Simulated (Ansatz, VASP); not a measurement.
# Two plane-wave programs on ZnSe

```
Zn Se
1.0
     3.98277    0.00000    0.00000
     0.00000    3.98277    0.00000
     0.00000    0.00000    5.57180
Zn Se
2 2
Direct
  0.00000 0.00000 0.00000
  0.50000 0.50000 0.00000
  0.00000 0.50000 0.27967
  0.50000 0.00000 0.72033
```

Alike in both runs: task single point; functional LDA; k mesh 8 × 8 × 6; occupations gaussian, width 0.05 eV; no spin polarisation.

```csv
,VASP,Ansatz
version,VASP 6.6.1,Ansatz 0.2.0
potentials or method,"VASP PAW LDA potentials, release 64 (Zn, Se), cutoff 520 eV","scalar-relativistic, plane waves, PAW"
valence electrons in the cell,36,56
```

Ansatz gave:

| Item | Value |
| --- | --- |
| gap on the k mesh at the Fermi level (eV) | 1.38 |
| least direct gap on the mesh (eV) | 1.38 |
| pressure (GPa) | -3.6 |
| traceless stress, the component that is largest in VASP (GPa) | -1.46 |
| rms of the force components (eV/Å) | 0.322 |

**Question.** Estimate VASP's values.

**Answer.** gap on the k mesh at the Fermi level (eV): 1.40; least direct gap on the mesh (eV): 1.40; pressure (GPa): -3.3; traceless stress, the component that is largest in VASP (GPa): -1.46; rms of the force components (eV/Å): 0.299.

LDA's correlation is that of Perdew and Zunger in VASP and of Perdew and Wang (1992) in Ansatz. Atom by atom the forces differ by 0.022 eV/Å (rms over components). VASP's potentials hold 36 valence electrons a cell and Ansatz's 56, so a difference there can come from the potentials and not from the codes.
